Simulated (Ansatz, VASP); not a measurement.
## One calculation of Re, two programs

File INCAR:

```
PREC = Accurate
ENCUT = 600
EDIFF = 1E-7
ISMEAR = -1
SIGMA = 0.1
LREAL = F
LASPH = T
NELM = 60
ALGO = Normal
ISIF = 3
LWAVE = F
LCHARG = F
GGA = PS
IBRION = 2
NSW = 80
EDIFFG = -0.01
```

KPOINTS

```
regular mesh
0
Gamma
  10 10 10
```

POSCAR

```
Re
1.0
    0.0000000000      2.7082441576      2.7082441576
    2.7082441576      0.0000000000      2.7082441576
    2.7082441576      2.7082441576      0.0000000000
Re
2
Direct
    0.1250000000      0.1250000000      0.1250000000
    0.8750000000      0.8750000000      0.8750000000
```

Input for Ansatz:

```yaml
crystal:
  lattice:
    - [0.0, 2.7082441576, 2.7082441576]
    - [2.7082441576, 0.0, 2.7082441576]
    - [2.7082441576, 2.7082441576, 0.0]
  atoms:
    - { symbol: Re, position: [0.125, 0.125, 0.125] }
    - { symbol: Re, position: [0.875, 0.875, 0.875] }
hamiltonian:
  xc: pbesol
  pseudopotentials:
    kind: paw
    azcp:
      Re: "pseudopotentials/Re.paw.azcp"
basis:
  ecutwfc: 420
  fft_grid_basis: typed
kpoints:
  mp_grid: { grid: [10, 10, 10], shift: [0, 0, 0] }
magnetization:
  spin_polarized: false
scf:
  occupations: { method: fermi_dirac, width: 0.1 }
relax:
  max_steps: 60
  f_tol: 0.01
  cell: {}
```

Alike in both runs: task relaxation of cell and atoms; functional PBEsol; k mesh 10 × 10 × 10; occupations fermi-dirac, width 0.1 eV; no spin polarisation.

```csv
,VASP,Ansatz
version,VASP 6.6.1,Ansatz 0.2.0
potentials or method,"VASP PAW PBE potentials, release 64 (Re), cutoff 600 eV","plane waves (420 eV) with PAW, scalar-relativistic"
valence electrons in the cell,14,30
```

VASP gave:

```
relaxed volume (Å³/atom)                                     : 21.69
relaxed cell length with the largest relative difference (Å) : 3.944
```

Question: Estimate Ansatz's values.

Answer: Relaxed volume (Å³/atom): 21.89; relaxed cell length with the largest relative difference (Å): 3.956.

VASP's potentials were made for PBE, not for PBEsol, and Ansatz warns of the same on its side. VASP's potentials hold 14 valence electrons a cell and Ansatz's 30, so a difference there can come from the potentials and not from the codes.

Spin-orbit coupling is off throughout.
